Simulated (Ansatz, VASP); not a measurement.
**One calculation of TePb, two programs**

```xyz
2
Lattice="0.0000 3.3279 3.0455 3.3279 0.0000 3.0455 3.3279 3.3279 0.0000" Properties=species:S:1:pos:R:3 pbc="T T T"
Te    3.3279    3.3279    3.0455
Pb    0.0000    0.0000    0.0000
```

Alike in both runs: task single point; functional PBE; k mesh 6 × 6 × 6; occupations fermi-dirac, width 0.02 eV; no spin polarisation.

|  | VASP | Ansatz |
| --- | --- | --- |
| version | VASP 6.6.1 | Ansatz 0.2.0 |
| potentials or method | VASP PAW PBE potentials, release 64 (Te, Pb_d), cutoff 500 eV | plane waves, PAW |
| valence electrons in the cell | 20 | 30 |

|  | VASP | Ansatz | Ansatz less VASP |
| --- | --- | --- | --- |
| pressure (GPa) | 3.2 | 3.3 | +0.06 |
| traceless stress, the component that is largest in VASP (GPa) | 8.64 | 8.64 | +0.004 |

VASP's potentials hold 20 valence electrons a cell and Ansatz's 30, so a difference there can come from the potentials and not from the codes.

Neither program's run includes spin-orbit coupling.
